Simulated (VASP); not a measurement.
# CaB2 (P3m1) in VASP: single point with PBEsol

Aim: the single point of CaB2 with PBEsol.

All numbers are computed with VASP 6.6.1; they aren't measurements. Logs are shortened: lines on timing, memory, paths and dates and some standing lists are left out, and cuts for length are marked.

### 1 The cell of the first run

The structure is trigonal, space group P3m1 (No. 156). The conventional cell has a = 3.371 Å, b = 3.371 Å, c = 4.310 Å, α = 90.00°, β = 90.00°, γ = 120.00°. Ca (site symmetry 3m) has 12 B at 2.74 to 3.08 Å and 6 Ca at 3.37 Å within 3.6 Å. B (site symmetry 3m) has 3 B at 1.96 Å within 2.6 Å. B (site symmetry 3m) has 3 B at 1.96 Å within 2.6 Å.

### 2 Single point, PBEsol (strained and its atoms moved)

INCAR

```
PREC = Accurate
ENCUT = 520
EDIFF = 1E-6
ISMEAR = 0
SIGMA = 0.1
LREAL = F
LASPH = T
NELM = 60
ALGO = Normal
ISIF = 2
LWAVE = F
LCHARG = F
GGA = PS
NBANDS = 15
```

KPOINTS

```
regular mesh
0
Gamma
  12 12 8
```

POSCAR

```
CaB2
1.0
    3.3707485109      0.0000000000      0.0000000000
   -1.6853742554      2.9191538402      0.0000000000
    0.0000000000      0.0000000000      4.3103373242
Ca B
1 2
Direct
    0.0000000000      0.0000000000      0.0193334391
    0.3333333300      0.6666666700      0.4653062075
    0.6666666700      0.3333333300      0.5153603534
```

Potentials or basis: VASP PAW PBE potentials, release 64 (Ca_sv, B).

The run is started by

```bash
> cat potpaw_PBE.64/Ca_sv/POTCAR potpaw_PBE.64/B/POTCAR > POTCAR
> mpirun -np 1 vasp_std > vasp.out
```

OUTCAR:

```text
PREC = Accurate
   ENCUT = 520
   EDIFF = 1E-6
   ISMEAR = 0
   LREAL = F
   LASPH = T
   NELM = 60
   ISIF = 2
   GGA = PS

 ion  position               nearest neighbor table
   1  0.000  0.000  0.019-
   2  0.333  0.667  0.465-   3 1.96   3 1.96   3 1.96
   3  0.667  0.333  0.515-   2 1.96   2 1.96   2 1.96

  LATTYP: Found a hexagonal cell.
 ALAT       =     3.3707485109
 C/A-ratio  =     1.2787478242

  Lattice vectors:

 A1 = (   3.3707485109,   0.0000000000,   0.0000000000)
 A2 = (  -1.6853742554,   2.9191538402,   0.0000000000)
 A3 = (   0.0000000000,   0.0000000000,   4.3103373242)

Analysis of symmetry for initial positions (statically):
=====================================================================
 Subroutine PRICEL returns:
 Original cell was already a primitive cell.

 Routine SETGRP: Setting up the symmetry group for a
 hexagonal supercell.

 Subroutine GETGRP returns: Found  6 space group operations
 (whereof  6 operations were pure point group operations)
 out of a pool of 24 trial point group operations.

The static configuration has the point symmetry C_3v.

Analysis of symmetry for dynamics (positions and initial velocities):
=====================================================================
 Subroutine PRICEL returns:
 Original cell was already a primitive cell.

 Routine SETGRP: Setting up the symmetry group for a
 hexagonal supercell.

 Subroutine GETGRP returns: Found  6 space group operations
 (whereof  6 operations were pure point group operations)
 out of a pool of 24 trial point group operations.

The dynamic configuration has the point symmetry C_3v.

 Subroutine INISYM returns: Found  6 space group operations
 (whereof  6 operations are pure point group operations),
 and found     1 'primitive' translations

----------------------------------------------------------------------------------------

                                     Primitive cell

  volume of cell :      42.4126

  direct lattice vectors                    reciprocal lattice vectors
     3.370748511  0.000000000  0.000000000     0.296670012  0.171282511  0.000000000
    -1.685374255  2.919153840  0.000000000     0.000000000  0.342565022  0.000000000
     0.000000000  0.000000000  4.310337324     0.000000000  0.000000000  0.232000404

  length of vectors
     3.370748511  3.370748511  4.310337324     0.342565022  0.342565022  0.232000404

  position of ions in fractional coordinates (direct lattice)
     0.000000000  0.000000000  0.019333439
     0.333333330  0.666666670  0.465306207
     0.666666670  0.333333330  0.515360353

[... 86 lines left out ...]
   TEBEG  =    0.0;   TEEND  =   0.0 temperature during run
   PSTRESS=    0.0 pullay stress
   NELECT =      16.0000    total number of electrons
   NUPDOWN=      -1.0000    fix difference up-down
   EMIN   =  10.00;   EMAX   =-10.00  energy-range for DOS
   EFERMI =   0.00;   METHOD = LEGACY
   ISMEAR =     0;   SIGMA  =   0.10  broadening in eV -4-tet -1-fermi 0-gaus
   EFERMI_NEDOS =   21; number of points for ismear=-14 and -15
   IALGO  =     38    algorithm
   IMIX   =      4    mixing-type and parameters
     AMIX     =   0.40;   BMIX     =  1.00
     AMIX_MAG =   1.60;   BMIX_MAG =  1.00
  volume/ion in A,a.u.               =      14.14        95.40
  Fermi-wavevector in a.u.,A,eV,Ry     =   1.182905  2.235367 19.038154  1.399265
  Thomas-Fermi vector in A             =   2.319150
   LORBIT       =      0    0 simple, 1 ext, 2 COOP (PROOUT), +10 PAW based schemes
   GGA     = PS    functional components
   LHFCALC =     F    Hartree Fock is set to
   AEXX    =    0.0000 exact exchange contribution
   IVDW    =     0    specifies the selected vdW correction
   LEPSILON=     F    determine dielectric tensor
   LRPA    =     F    only Hartree local field effects (RPA)
 non-spin polarized calculation
 Gauss-broadening in eV      SIGMA  =   0.10
  energy-cutoff  :      520.00
  volume of cell :       42.41
 maximum number of plane-waves:      1162
 NGX is ok and might be reduce to    28
   NGX = 13   NGY = 13   NGZ = 17

 number of electron      16.0000001 magnetization

 Free energy of the ion-electron system (eV)
  ---------------------------------------------------
  ext. energy  EPLUGINS =         0.00000000
  ---------------------------------------------------
  free energy    TOTEN  =       -16.16148522 eV

  energy without entropy =      -16.15375533  energy(sigma->0) =      -16.15762028

 E-fermi :   3.6918     XC(G=0): -10.3340

 val. band max:        3.6908903662   @ k =   0.3333   0.1667   0.5000
 cond. band min:       3.7207972065   @ k =   0.0833   0.0833   0.3750
 fundamental gap:      0.0299068402
 Fermi energy:         3.6917956193

 k-point     1 :       0.0000    0.0000    0.0000
  band No.  band energies     occupation
      1     -36.2260      2.00000
      2     -17.2813      2.00000
      3     -17.1763      2.00000
      4     -17.1763      2.00000
      5      -6.1386      2.00000
      6       1.8128      2.00000
      7       3.8180      0.07430
      8       4.0787      0.00000
      9       4.0787      0.00000
     10       8.5892      0.00000
     11       8.5892      0.00000
     12       9.2315      0.00000
     13       9.2315      0.00000
     14       9.3826      0.00000
[... 401 lines left out ...]
      2     -17.3110      2.00000
      3     -17.2650      2.00000
      4     -17.2048      2.00000
      5      -5.6351      2.00000
      6       1.4697      2.00000
      7       2.5072      2.00000
      8       3.6270      1.64061
      9       4.7418      0.00000
     10       7.4218      0.00000
     11       8.4953      0.00000
     12       9.0370      0.00000
     13       9.3773      0.00000
     14       9.4715      0.00000
     15      10.8315      0.00000

 [... further k-points ...]
[... 5 lines left out ...]
  --------------------------------------------------------------------------------------
  -------------------------------------------------------------------------------------
  Total       -3.7734856     -3.7734856     -4.1172158     -0.0000000      0.0000000     -0.0000000
  in kB     -142.5471998   -142.5471998   -155.5319505     -0.0000000      0.0000000     -0.0000000
  external PRESSURE =    -146.8754500 kB  Pullay stress =       0.0000000 kB

 VOLUME and BASIS-vectors are now :
 -----------------------------------------------------------------------------
  energy-cutoff  :      520.00
  volume of cell :       42.41
      direct lattice vectors                 reciprocal lattice vectors
     3.370748511  0.000000000  0.000000000     0.296670012  0.171282511  0.000000000
    -1.685374255  2.919153840  0.000000000     0.000000000  0.342565022  0.000000000
     0.000000000  0.000000000  4.310337324     0.000000000  0.000000000  0.232000404

 POSITION                                       TOTAL-FORCE (eV/Angst)
 -----------------------------------------------------------------------------------
      0.00000      0.00000      0.08333         0.000000     -0.000000     -0.465254
     -0.00000      1.94610      2.00563         0.000000     -0.000000      1.678760
      1.68537      0.97305      2.22138        -0.000000      0.000000     -1.213506
 -----------------------------------------------------------------------------------
    total drift:                               -0.000000      0.000000     -0.000046

  FREE ENERGIE OF THE ION-ELECTRON SYSTEM (eV)
  ---------------------------------------------------
  free  energy   TOTEN  =       -16.1614852194 eV

  energy  without entropy=      -16.1537553342  energy(sigma->0) =      -16.15762028
```

It took 82 s on 1 thread of Intel Xeon Platinum 8488C (Sapphire Rapids), shared host; peak memory 0.22 GiB.

What came out:

```yaml
Free_energy: -16.1615 eV
Pressure: -14.7 GPa
Largest_force: 1.679 eV/Å
Band_gap_on_the_k_mesh: zero (bands 8 and 9 overlap by 1.64 eV)
```

Forces in eV/Å, atoms in the order of the input:
```
Ca   0.000  0.000 -0.465
B    0.000  0.000  1.679
B    0.000  0.000 -1.214
```

Caveat: the cell differs from its parent crystal (strained and its atoms moved); the cell stands under tension; the PAW data sets were made with another functional, which shifts forces and pressure a little.

The gap in the log of VASP goes by the Fermi energy; the results here count the filled bands.